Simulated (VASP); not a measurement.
# Nb3C (F-43m) in VASP: further runs

Nb3C is run at these levels: PBE; tasks: single point.

All numbers are computed with VASP 6.6.1; they aren't measurements. Logs are shortened: lines on timing, memory, paths and dates and some standing lists are left out, and cuts for length are marked.

### Step 1. The cell of the first run

The structure is cubic, space group F-43m (No. 216). The conventional cell has a = 7.858 Å, b = 7.858 Å, c = 7.858 Å, α = 90.00°, β = 90.00°, γ = 90.00°. Within 2.0 Å of Nb (site symmetry 3m) lie 1 C at 1.45 Å and 1 Nb at 1.95 Å. Nb (site symmetry -43m) has 4 Nb at 1.95 Å within 2.6 Å. Nb (site symmetry -43m) has 18 Nb at 3.22 to 3.93 Å and 8 C at 3.40 Å within 4.2 Å. C (site symmetry -43m) has 20 Nb at 3.31 to 3.40 Å and 6 C at 3.93 Å within 4.4 Å. Within 1.9 Å of C (site symmetry -43m) lie 4 Nb at 1.45 Å.

The cell was generated, and may not be a known phase.

### Step 2. Single point, PBE

INCAR

```
PREC = Accurate
ENCUT = 520
EDIFF = 1E-6
ISMEAR = 0
SIGMA = 0.1
LREAL = F
LASPH = T
NELM = 60
ALGO = Normal
ISIF = 2
LWAVE = F
LCHARG = F
GGA = PE
NBANDS = 53
```

KPOINTS

```
Automatic mesh
0
Gamma
  4 4 4
```

POSCAR

```
Nb3C
1.0
    0.0000000000      3.9290152600      3.9290152600
    3.9290152600      0.0000000000      3.9290152600
    3.9290152600      3.9290152600      0.0000000000
Nb C
6 2
Direct
    0.8567970300      0.8567970300      0.8567970300
    0.8567970300      0.8567970300      0.4296089100
    0.8567970300      0.4296089100      0.8567970300
    0.4296089100      0.8567970300      0.8567970300
    0.0000000000      0.0000000000      0.0000000000
    0.5000000000      0.5000000000      0.5000000000
    0.2500000000      0.2500000000      0.2500000000
    0.7500000000      0.7500000000      0.7500000000
```

Potentials or basis: VASP PAW PBE potentials, release 64 (Nb_sv, C).

On the command line:

```console
$ cat potpaw_PBE.64/Nb_sv/POTCAR potpaw_PBE.64/C/POTCAR > POTCAR
$ mpirun -np 1 vasp_std > vasp.out
```

OUTCAR:

```text
PREC = Accurate
   ENCUT = 520
   EDIFF = 1E-6
   ISMEAR = 0
   LREAL = F
   LASPH = T
   NELM = 60
   ISIF = 2
   GGA = PE

 ion  position               nearest neighbor table
   1  0.857  0.857  0.857-   8 1.45   5 1.95   4 2.37   2 2.37   3 2.37
   2  0.857  0.857  0.430-   8 1.45   5 1.95   4 2.37   1 2.37   3 2.37
   3  0.857  0.430  0.857-   8 1.45   5 1.95   4 2.37   1 2.37   2 2.37
   4  0.430  0.857  0.857-   8 1.45   5 1.95   3 2.37   1 2.37   2 2.37
   5  0.000  0.000  0.000-   1 1.95   2 1.95   3 1.95   4 1.95
   6  0.500  0.500  0.500-
   7  0.250  0.250  0.250-
   8  0.750  0.750  0.750-   2 1.45   3 1.45   4 1.45   1 1.45

  LATTYP: Found a face centered cubic cell.
 ALAT       =     7.8580305200

  Lattice vectors:

 A1 = (   0.0000000000,   3.9290152600,   3.9290152600)
 A2 = (   3.9290152600,   0.0000000000,   3.9290152600)
 A3 = (   3.9290152600,   3.9290152600,   0.0000000000)

Analysis of symmetry for initial positions (statically):
=====================================================================
 Subroutine PRICEL returns:
 Original cell was already a primitive cell.

 Routine SETGRP: Setting up the symmetry group for a
 face centered cubic supercell.

 Subroutine GETGRP returns: Found 24 space group operations
 (whereof 24 operations were pure point group operations)
 out of a pool of 48 trial point group operations.

The static configuration has the point symmetry T_d .

Analysis of symmetry for dynamics (positions and initial velocities):
=====================================================================
 Subroutine PRICEL returns:
 Original cell was already a primitive cell.

 Routine SETGRP: Setting up the symmetry group for a
 face centered cubic supercell.

 Subroutine GETGRP returns: Found 24 space group operations
 (whereof 24 operations were pure point group operations)
 out of a pool of 48 trial point group operations.

The dynamic configuration has the point symmetry T_d .

 Subroutine INISYM returns: Found 24 space group operations
 (whereof 24 operations are pure point group operations),
 and found     1 'primitive' translations

----------------------------------------------------------------------------------------

                                     Primitive cell

  volume of cell :     121.3057

  direct lattice vectors                    reciprocal lattice vectors
     0.000000000  3.929015260  3.929015260    -0.127258350  0.127258350  0.127258350
     3.929015260  0.000000000  3.929015260     0.127258350 -0.127258350  0.127258350
     3.929015260  3.929015260  0.000000000     0.127258350  0.127258350 -0.127258350

  length of vectors
     5.556466667  5.556466667  5.556466667     0.220417928  0.220417928  0.220417928

  position of ions in fractional coordinates (direct lattice)
     0.856797030  0.856797030  0.856797030
     0.856797030  0.856797030  0.429608910
     0.856797030  0.429608910  0.856797030
     0.429608910  0.856797030  0.856797030
     0.000000000  0.000000000  0.000000000
     0.500000000  0.500000000  0.500000000
     0.250000000  0.250000000  0.250000000
     0.750000000  0.750000000  0.750000000

  ion indices of the primitive-cell ions
   primitive index   ion index
                 1           1
                 2           2
                 3           3
                 4           4
                 5           5
                 6           6
                 7           7
                 8           8

----------------------------------------------------------------------------------------

 KPOINTS: Automatic mesh

Automatic generation of k-mesh.
 Grid dimensions read from file:
 generate k-points for:    4    4    4

 Generating k-lattice:

  Cartesian coordinates                     Fractional coordinates (reciprocal lattice)
    -0.031814588  0.031814588  0.031814588     0.250000000  0.000000000  0.000000000
     0.031814588 -0.031814588  0.031814588     0.000000000  0.250000000  0.000000000
     0.031814588  0.031814588 -0.031814588     0.000000000  0.000000000  0.250000000

  Length of vectors
     0.055104482  0.055104482  0.055104482

  Shift w.r.t. Gamma in fractional coordinates (k-lattice)
     0.000000000  0.000000000  0.000000000

 Subroutine IBZKPT returns following result:
 ===========================================

 Found      8 irreducible k-points:

 Following reciprocal coordinates:
            Coordinates               Weight
  0.000000  0.000000  0.000000      1.000000
  0.250000  0.000000  0.000000      8.000000
  0.500000  0.000000  0.000000      4.000000
  0.250000  0.250000  0.000000      6.000000
  0.500000  0.250000  0.000000     24.000000
 -0.250000  0.250000  0.000000     12.000000
  0.500000  0.500000  0.000000      3.000000
 -0.250000  0.500000  0.250000      6.000000
   k-points           NKPTS =      8   k-points in BZ     NKDIM =      8   number of bands    NBANDS=     53
   number of dos      NEDOS =    301   number of ions     NIONS =      8
   total plane-waves  NPLWV =  74088
   dimension x,y,z NGX =    42 NGY =   42 NGZ =   42
   dimension x,y,z NGXF=    84 NGYF=   84 NGZF=   84
   ions per type =               6   2
   NGX,Y,Z   is equivalent  to a cutoff of  12.57, 12.57, 12.57 a.u.
   NGXF,Y,Z  is equivalent  to a cutoff of  25.13, 25.13, 25.13 a.u.
 SYSTEM =  unknown system
   PREC   = accura    normal or accurate (medium, high low for compatibility)
   ISTART =      0    job   : 0-new  1-cont  2-samecut
   ICHARG =      2    charge: 1-file 2-atom 10-const
   ISPIN  =      1    spin polarized calculation?
   LNONCOLLINEAR =      F non collinear calculations
   LSORBIT =      F    spin-orbit coupling
   LASPH  =      T    aspherical Exc in radial PAW
   ENCUT  =  520.0 eV  38.22 Ry    6.18 a.u.  10.33 10.33 10.33*2*pi/ulx,y,z
   NELM   =     60;   NELMIN=  2; NELMDL= -5     # of ELM steps
   EDIFF  = 0.1E-05   stopping-criterion for ELM
   LREAL  =      F    real-space projection
   EDIFFG = 0.1E-04   stopping-criterion for IOM
   NSW    =      0    number of steps for IOM
   IBRION =     -1    ionic relax: 0-MD 1-quasi-New 2-CG
   NFREE  =      0    steps in history (QN), initial steepest desc. (CG)
   ISIF   =      2    stress and relaxation
   ISYM   =      2    0-nonsym 1-usesym 2-fastsym
   POTIM  = 0.5000    time-step for ionic-motion
   TEBEG  =    0.0;   TEEND  =   0.0 temperature during run
   PSTRESS=    0.0 pullay stress
   NELECT =      86.0000    total number of electrons
   NUPDOWN=      -1.0000    fix difference up-down
   EMIN   =  10.00;   EMAX   =-10.00  energy-range for DOS
   EFERMI =   0.00;   METHOD = LEGACY
   ISMEAR =     0;   SIGMA  =   0.10  broadening in eV -4-tet -1-fermi 0-gaus
   EFERMI_NEDOS =   21; number of points for ismear=-14 and -15
   IALGO  =     38    algorithm
   IMIX   =      4    mixing-type and parameters
     AMIX     =   0.40;   BMIX     =  1.00
     AMIX_MAG =   1.60;   BMIX_MAG =  1.00
  volume/ion in A,a.u.               =      15.16       102.33
  Fermi-wavevector in a.u.,A,eV,Ry     =   1.459757  2.758541 28.992530  2.130891
  Thomas-Fermi vector in A             =   2.576287
   LORBIT       =      0    0 simple, 1 ext, 2 COOP (PROOUT), +10 PAW based schemes
   GGA     = PE    functional components
   LHFCALC =     F    Hartree Fock is set to
   AEXX    =    0.0000 exact exchange contribution
   IVDW    =     0    specifies the selected vdW correction
   LEPSILON=     F    determine dielectric tensor
   LRPA    =     F    only Hartree local field effects (RPA)
 non-spin polarized calculation
 Gauss-broadening in eV      SIGMA  =   0.10
  energy-cutoff  :      520.00
  volume of cell :      121.31
 maximum number of plane-waves:      3287
 NGX is ok and might be reduce to    42
   NGX = 21   NGY = 21   NGZ = 21

 number of electron      85.9999991 magnetization

 Free energy of the ion-electron system (eV)
  ---------------------------------------------------
  ext. energy  EPLUGINS =         0.00000000
  ---------------------------------------------------
  free energy    TOTEN  =       -20.40961275 eV

  energy without entropy =      -20.35577837  energy(sigma->0) =      -20.38269556

 E-fermi :  10.5738     XC(G=0): -11.9742

 val. band max:       10.5386192550   @ k =   0.5000   0.2500   0.0000
 cond. band min:      10.6563428546   @ k =  -0.2500   0.2500   0.0000
 fundamental gap:      0.1177235997
 Fermi energy:        10.5738196409

 k-point     1 :       0.0000    0.0000    0.0000
  band No.  band energies     occupation
      1     -46.6833      2.00000
      2     -44.4480      2.00000
      3     -44.3475      2.00000
      4     -44.3475      2.00000
      5     -44.3475      2.00000
      6     -43.6932      2.00000
[... 45 lines left out ...]
     52      15.1708      0.00000
     53      15.1844      0.00000

 k-point     2 :       0.2500    0.0000    0.0000
  band No.  band energies     occupation
      1     -46.5864      2.00000
      2     -44.8075      2.00000
      3     -44.4468      2.00000
      4     -44.3477      2.00000
      5     -44.3477      2.00000
      6     -43.2996      2.00000
[... 45 lines left out ...]
     52      13.8807      0.00000
     53      13.9075      0.00000

 k-point     3 :       0.5000    0.0000    0.0000
  band No.  band energies     occupation
      1     -46.4627      2.00000
      2     -45.1406      2.00000
      3     -44.4469      2.00000
      4     -44.3480      2.00000
      5     -44.3480      2.00000
      6     -43.0579      2.00000
[... 45 lines left out ...]
     52      13.3310      0.00000
     53      13.4830      0.00000

 k-point     4 :       0.2500    0.2500    0.0000
  band No.  band energies     occupation
      1     -46.5491      2.00000
      2     -44.9223      2.00000
      3     -44.4472      2.00000
      4     -44.3480      2.00000
      5     -44.3480      2.00000
      6     -43.2106      2.00000
[... 45 lines left out ...]
     52      13.6914      0.00000
     53      13.8966      0.00000

 k-point     5 :       0.5000    0.2500    0.0000
  band No.  band energies     occupation
      1     -46.4115      2.00000
      2     -45.2484      2.00000
      3     -44.4484      2.00000
      4     -44.3483      2.00000
      5     -44.3475      2.00000
      6     -42.9896      2.00000
[... 45 lines left out ...]
     52      13.1306      0.00000
     53      13.5484      0.00000

 k-point     6 :      -0.2500    0.2500    0.0000
  band No.  band energies     occupation
      1     -46.4628      2.00000
      2     -45.1400      2.00000
      3     -44.4484      2.00000
      4     -44.3480      2.00000
      5     -44.3472      2.00000
      6     -43.0577      2.00000
[... 45 lines left out ...]
     52      13.2699      0.00000
     53      13.4192      0.00000

 k-point     7 :       0.5000    0.5000    0.0000
  band No.  band energies     occupation
      1     -46.3516      2.00000
      2     -45.3611      2.00000
      3     -44.4476      2.00000
      4     -44.3486      2.00000
      5     -44.3486      2.00000
      6     -42.9255      2.00000
[... 45 lines left out ...]
     52      13.4729      0.00000
     53      13.5225      0.00000

 k-point     8 :      -0.2500    0.5000    0.2500
  band No.  band energies     occupation
      1     -46.3516      2.00000
      2     -45.3611      2.00000
      3     -44.4494      2.00000
      4     -44.3486      2.00000
      5     -44.3468      2.00000
      6     -42.9256      2.00000
[... 45 lines left out ...]
     52      13.2715      0.00000
     53      13.3901      0.00000

------------------------ aborting loop because EDIFF is reached ----------------------------------------

  FORCE on cell =-STRESS in cart. coord.  units (eV):
  Direction    XX          YY          ZZ          XY          YZ          ZX
  --------------------------------------------------------------------------------------
  -------------------------------------------------------------------------------------
  Total      119.8721136    119.8721136    119.8721136      0.0000000      0.0000000      0.0000000
  in kB     1583.2430966   1583.2430966   1583.2430966      0.0000000      0.0000000      0.0000000
  external PRESSURE =    1583.2430966 kB  Pullay stress =       0.0000000 kB

 VOLUME and BASIS-vectors are now :
 -----------------------------------------------------------------------------
  energy-cutoff  :      520.00
  volume of cell :      121.31
      direct lattice vectors                 reciprocal lattice vectors
     0.000000000  3.929015260  3.929015260    -0.127258350  0.127258350  0.127258350
     3.929015260  0.000000000  3.929015260     0.127258350 -0.127258350  0.127258350
     3.929015260  3.929015260  0.000000000     0.127258350  0.127258350 -0.127258350

 POSITION                                       TOTAL-FORCE (eV/Angst)
 -----------------------------------------------------------------------------------
      6.73274      6.73274      6.73274        14.791058     14.791058     14.791058
      5.05431      5.05431      6.73274       -14.791058    -14.791058     14.791058
      5.05431      6.73274      5.05431       -14.791058     14.791058    -14.791058
      6.73274      5.05431      5.05431        14.791058    -14.791058    -14.791058
      0.00000      0.00000      0.00000        -0.000000     -0.000000     -0.000000
      3.92902      3.92902      3.92902        -0.000000     -0.000000     -0.000000
      1.96451      1.96451      1.96451        -0.000000      0.000000     -0.000000
      5.89352      5.89352      5.89352        -0.000000      0.000000     -0.000000
 -----------------------------------------------------------------------------------
    total drift:                               -0.000001     -0.000001     -0.000001

  FREE ENERGIE OF THE ION-ELECTRON SYSTEM (eV)
  ---------------------------------------------------
  free  energy   TOTEN  =       -20.4096127488 eV

  energy  without entropy=      -20.3557783695  energy(sigma->0) =      -20.38269556
```

It took 68 s on 1 thread of Intel Xeon Platinum 8488C (Sapphire Rapids), shared host; peak memory 0.25 GiB.

Results:

```
Free energy            : -20.4096 eV
Pressure               : 158.3 GPa
Largest force          : 25.619 eV/Å
Band gap on the k mesh : zero (bands 43 and 44 overlap by 0.32 eV)
```

Forces in eV/Å, atoms in the order of the input:
```
Nb   14.791  14.791  14.791
Nb  -14.791 -14.791  14.791
Nb  -14.791  14.791 -14.791
Nb   14.791 -14.791 -14.791
Nb    0.000   0.000   0.000
Nb    0.000   0.000   0.000
C     0.000   0.000   0.000
C     0.000   0.000   0.000
```

Levels at points of the mesh, in eV from the Fermi level:
| k point | band 41 | band 42 | band 43 | band 44 | band 45 | band 46 |
| --- | --- | --- | --- | --- | --- | --- |
| (0.00, 0.00, 0.00) | -0.90 | 0.19 | 0.19 | 1.52 | 1.52 | 1.73 |
| (0.50, 0.00, 0.00) | -0.75 | -0.75 | 0.14 | 0.14 | 0.43 | 0.75 |
| (0.50, 0.50, 0.00) | -0.25 | -0.25 | -0.18 | -0.13 | 0.72 | 0.98 |

Caveat: atoms lie so close that the PAW spheres overlap strongly, which falsifies energies and pressures; the cell stands under pressure; forces of over 1 eV/Å act on the atoms, so gaps and moduli don't describe the material at rest.

### Step 3. Single point, PBE

This run uses another cell than the first one, of 27.04 Å³/atom.

INCAR

```
SYSTEM = Nb3C
PREC = Accurate
ENCUT = 520
EDIFF = 1E-7
ISMEAR = 0
SIGMA = 0.1
LREAL = .False.
LASPH = .True.
NELM = 100
ALGO = Normal
ISIF = 2
LWAVE = .False.
LCHARG = .True.
GGA = PE
LELF = .True.
LVHAR = .True.
NBANDS = 53
```

KPOINTS

```
Automatic mesh
0
Gamma
  4 4 4
  0 0 0
```

POSCAR

```
Nb3C
1.0
    0.0000000000      4.7643136019      4.7643136019
    4.7643136019      0.0000000000      4.7643136019
    4.7643136019      4.7643136019      0.0000000000
Nb C
6 2
Direct
    0.8648934202      0.8648934202      0.8648934202
    0.8648934202      0.8648934202      0.4053197393
    0.8648934202      0.4053197393      0.8648934202
    0.4053197393      0.8648934202      0.8648934202
    0.0000000000      0.0000000000      0.0000000000
    0.5000000000      0.5000000000      0.5000000000
    0.2500000000      0.2500000000      0.2500000000
    0.7500000000      0.7500000000      0.7500000000
```

Potentials or basis: VASP PAW PBE potentials, release 64 (Nb_sv, C).

On the command line:

```console
$ cat potpaw_PBE.64/Nb_sv/POTCAR potpaw_PBE.64/C/POTCAR > POTCAR
$ mpirun -np 1 vasp_std > vasp.out
```

Wall time 2.1 min (1 thread of Intel Xeon Platinum 8488C (Sapphire Rapids), shared host); peak memory 0.36 GiB.

Results (log left out):

```yaml
Free_energy: -53.2514 eV
Pressure: -0.2 GPa
Largest_force: 0.035 eV/Å
Band_gap_on_the_k_mesh: zero (bands 43 and 44 overlap by 0.08 eV)
```

Forces on the atoms (eV/Å):
```
Nb  -0.020 -0.020 -0.020
Nb   0.020  0.020 -0.020
Nb   0.020 -0.020  0.020
Nb  -0.020  0.020  0.020
Nb   0.000  0.000  0.000
Nb   0.000  0.000  0.000
C    0.000  0.000  0.000
C    0.000  0.000  0.000
```

Levels at points of the mesh, in eV from the Fermi level:
| k point | band 40 | band 41 | band 42 | band 43 | band 44 | band 45 | band 46 | band 47 |
| --- | --- | --- | --- | --- | --- | --- | --- | --- |
| (0.00, 0.00, 0.00) | -0.28 | -0.28 | 0.04 | 0.04 | 0.76 | 0.76 | 0.76 | 0.84 |
| (0.50, 0.00, 0.00) | -0.63 | -0.25 | -0.25 | -0.21 | 0.23 | 0.23 | 0.24 | 0.56 |
| (0.50, 0.50, 0.00) | -0.53 | -0.50 | -0.16 | -0.16 | -0.04 | 0.40 | 0.47 | 0.47 |

The gap in the log of VASP goes by the Fermi energy; the results here count the filled bands.